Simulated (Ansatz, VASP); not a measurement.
## One calculation of Pb, two programs

INCAR

```
SYSTEM = Pb
PREC = Accurate
ENCUT = 520
EDIFF = 1E-6
ISMEAR = -1
SIGMA = 0.1
LREAL = .False.
LASPH = .True.
NELM = 60
ALGO = Normal
ISIF = 2
LWAVE = .False.
LCHARG = .False.
GGA = RP
NBANDS = 21
```

File KPOINTS:

```
Automatic mesh
0
Gamma
  11 11 6
  0 0 0
```

POSCAR

```
Pb
1.0
    3.4522711304      0.0000000000      0.0000000000
   -1.7261355652      2.9897544996      0.0000000000
    0.0000000000      0.0000000000      5.6595485869
Pb
2
Direct
    0.3333333333      0.6666666667      0.2500000000
    0.6666666667      0.3333333333      0.7500000000
```

Input for Ansatz:

```yaml
crystal:
  lattice:
    - [3.4522711304, 0.0, 0.0]
    - [-1.7261355652, 2.9897544996, 0.0]
    - [0.0, 0.0, 5.6595485869]
  atoms:
    - { symbol: Pb, position: [0.3333333333, 0.6666666667, 0.25] }
    - { symbol: Pb, position: [0.6666666667, 0.3333333333, 0.75] }
hamiltonian:
  xc: rpbe
  pseudopotentials:
    kind: paw
    azcp:
      Pb: "pseudopotentials/Pb.paw.azcp"
basis:
  ecutwfc: 420
  fft_grid_basis: typed
kpoints:
  mp_grid: { grid: [11, 11, 6], shift: [0, 0, 0] }
magnetization:
  spin_polarized: false
scf:
  occupations: { method: fermi_dirac, width: 0.1 }
  lower_state_search: "off"
output:
  stress: true
```

Alike in both runs: task single point; functional RPBE; k mesh 11 × 11 × 6; occupations fermi-dirac, width 0.1 eV; no spin polarisation.

|  | VASP | Ansatz |
| --- | --- | --- |
| version | VASP 6.6.1 | Ansatz 0.2.0 |
| potentials or method | VASP PAW PBE potentials, release 64 (Pb_d), cutoff 520 eV | plane waves (420 eV) with PAW, scalar-relativistic |
| valence electrons in the cell | 28 | 28 |

|  | VASP | Ansatz | Ansatz less VASP |
| --- | --- | --- | --- |
| pressure (GPa) | 5.7 | 5.8 | +0.07 |
| traceless stress, the component that is largest in VASP (GPa) | 0.27 | 0.27 | +0.005 |

VASP's potentials were made for PBE, not for RPBE.

Neither program's run includes spin-orbit coupling.
